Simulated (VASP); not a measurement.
Runs of VASP 6.6.1 on Al3Cu. The structure is that of space group P4/mmm (No. 123), or close to it. The cells are those of the table. 

| cell | further INCAR settings | gap on the mesh (eV) | pressure (GPa) | largest force (eV/Å) |
| --- | --- | --- | --- | --- |
| a = 2.842, b = 2.717, c = 7.603 Å, 4 atoms | ALGO = Fast; EDIFF = 1e-06; NBANDS = 18 | none | 0.4 | 0.05 |
| a = 2.884, b = 2.675, c = 7.603 Å, 4 atoms | ALGO = Fast; EDIFF = 1e-07; NBANDS = 18 | none | (a) | 0.04 |
| a = 2.696, b = 2.863, c = 7.603 Å, 4 atoms | ALGO = Fast; EDIFF = 1e-07; NBANDS = 18 | none | 0.6 | 0.05 |
| a = 2.801, b = 2.759, c = 7.603 Å, 4 atoms | ALGO = Fast; EDIFF = 1e-07; NBANDS = 18 | none | (b) | 0.06 |
| a = 2.821, b = 2.738, c = 7.603 Å, 4 atoms | ALGO = Fast; EDIFF = 1e-06; NBANDS = 18 | none | 0.7 | 0.06 |

Alike in all rows: task single point; level PBEsol; potentials or basis VASP PAW PBE potentials, release 64 (Al, Cu); no spin polarisation; k mesh 18 × 18 × 6; cutoff (eV) 520; smearing gaussian 0.15 eV.

Problem. Fill in the values left out.

Solution. (a) 0.9; (b) 0.2.

Caveats: the PAW data sets were made with another functional, which shifts forces and pressure a little.

A gap of «none» marks levels without a gap at the run's occupations.
